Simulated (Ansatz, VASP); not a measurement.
B in VASP and in Ansatz

Contents of INCAR:

```
SYSTEM = B
PREC = Accurate
ENCUT = 600
EDIFF = 1E-6
ISMEAR = 0
SIGMA = 0.1
LREAL = .False.
LASPH = .True.
NELM = 60
ALGO = Fast
ISIF = 3
LWAVE = .False.
LCHARG = .False.
GGA = PE
IBRION = 2
NSW = 100
EDIFFG = -0.01
```

File KPOINTS:

```
Automatic mesh
0
Gamma
  14 14 8
  0 0 0
```

Contents of POSCAR:

```
B
1.0
    1.7821287705     -2.3084336147      0.0000000000
    1.7821287705      2.3084336147      0.0000000000
   -0.6202843507      0.0000000000      5.2324196959
B
6
Direct
    0.9666749754      0.9666749754      0.8391809686
    0.5639060280      0.1638738744      0.3452250206
    0.4360939720      0.8361261256      0.6547749794
    0.1638738744      0.5639060280      0.3452250206
    0.0333250246      0.0333250246      0.1608190314
    0.8361261256      0.4360939720      0.6547749794
```

Input for Ansatz:

```yaml
crystal:
  lattice:
    - [1.7821287705, -2.3084336147, 0.0]
    - [1.7821287705, 2.3084336147, 0.0]
    - [-0.6202843507, 0.0, 5.2324196959]
  atoms:
    - { symbol: B, position: [0.9666749754, 0.9666749754, 0.8391809686] }
    - { symbol: B, position: [0.563906028, 0.1638738744, 0.3452250206] }
    - { symbol: B, position: [0.436093972, 0.8361261256, 0.6547749794] }
    - { symbol: B, position: [0.1638738744, 0.563906028, 0.3452250206] }
    - { symbol: B, position: [0.0333250246, 0.0333250246, 0.1608190314] }
    - { symbol: B, position: [0.8361261256, 0.436093972, 0.6547749794] }
basis:
  ecutwfc: 420
kpoints:
  mp_grid: { grid: [14, 14, 8] }
hamiltonian:
  xc: pbe
scf:
  occupations: { method: gaussian, width: 0.1 }
output:
  forces: true
  stress: true
  eigenvalues: true
relax:
  adjacent_minimum: "off"
  f_tol: 0.01
  max_steps: 80
  cell: { stress_tol: 0.05 }
```

Change from the starting cell: the structure that the rattled cell fell into.

Alike in both runs: task relaxation of cell and atoms; functional PBE; k mesh 14 × 14 × 8; occupations gaussian, width 0.1 eV; no spin polarisation.

|  | VASP | Ansatz |
| --- | --- | --- |
| version | VASP 6.6.1 | Ansatz 0.2.0 |
| potentials or method | VASP PAW PBE potentials, release 64 (B), cutoff 600 eV | scalar-relativistic, plane waves, PAW |
| valence electrons in the cell | 18 | 18 |

Ansatz gave:

| Item | Value |
| --- | --- |
| gap on the k mesh at the Fermi level, each at its own relaxed structure (eV) | none |
| relaxed volume (Å³/atom) | 7.17 |
| relaxed length of the cell vector where the two differ most in proportion (Å) | 5.265 |

**Question.** Which values does VASP return?

**Answer.** gap on the k mesh at the Fermi level, each at its own relaxed structure (eV): none; relaxed volume (Å³/atom): 7.17; relaxed length of the cell vector where the two differ most in proportion (Å): 5.264.

A gap of «none» marks a metal or a gap that the smearing closes.
